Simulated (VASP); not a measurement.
Write the native input for VASP 6.6.1 that does the following.

- Task: single point
- Functional: PBE
- Dispersion: D3(BJ)
- Potentials or basis: VASP PAW PBE potentials, release 64 (P, F)
- Cutoff: 520 eV
- k mesh: 12 × 12 × 16
- Occupations: gaussian, width 0.1 eV
- Spin: no spin polarisation
- Dipole correction: no
- Further INCAR settings: ALGO = Fast; EDIFF = 1e-06; NBANDS = 16

The structure of PF2 lies in POSCAR:

```
PF2
1.0
    3.7875395964      0.0000000000      0.0000000000
   -1.8937697982      3.2801055083      0.0000000000
    0.0000000000      0.0000000000      2.7234043766
P F
1 2
Direct
    0.0000000000      0.0000000000      0.5000000000
    0.3333333333      0.6666666667      0.5000000000
    0.6666666667      0.3333333333      0.5000000000
```

The cell was generated, and may not be a known phase.

The input as run:

INCAR

```
PREC     = Accurate       # precision mode
ENCUT    = 520            # plane-wave cutoff, eV
EDIFF    = 1E-6           # SCF threshold, eV
ISMEAR   = 0              # smearing method
SIGMA    = 0.1            # smearing width, eV
LREAL    = F              # projectors in reciprocal space
LASPH    = T              # aspherical terms in the spheres
NELM     = 60             # most SCF steps
ALGO     = Fast           # electronic algorithm
ISIF     = 2              # what is computed and relaxed
LWAVE    = F              # write WAVECAR
LCHARG   = F              # write CHGCAR
GGA      = PE             # functional
IVDW     = 12             # dispersion correction
NBANDS   = 16             # bands
```

KPOINTS

```
Automatic mesh
0
Gamma
  12 12 16
```

Potentials or basis: VASP PAW PBE potentials, release 64 (P, F).

Command:

```sh
$ cat potpaw_PBE.64/P/POTCAR potpaw_PBE.64/F/POTCAR > POTCAR
$ mpirun -np 1 vasp_std > vasp.out
```

It gave:

```
Pressure                   : -0.4 GPa
Band gap on the k mesh     : zero (an odd number of electrons rules out a gap without spin polarisation)
Dispersion energy per atom : -0.152 eV
```

Caveat: an odd number of electrons without spin polarisation forces a metal; a magnetic or distorted state may lie lower.

Wall time 62 s on 1 thread of Oxide Virtual Turin-like Processor (shared host), peak memory 0.17 GiB.
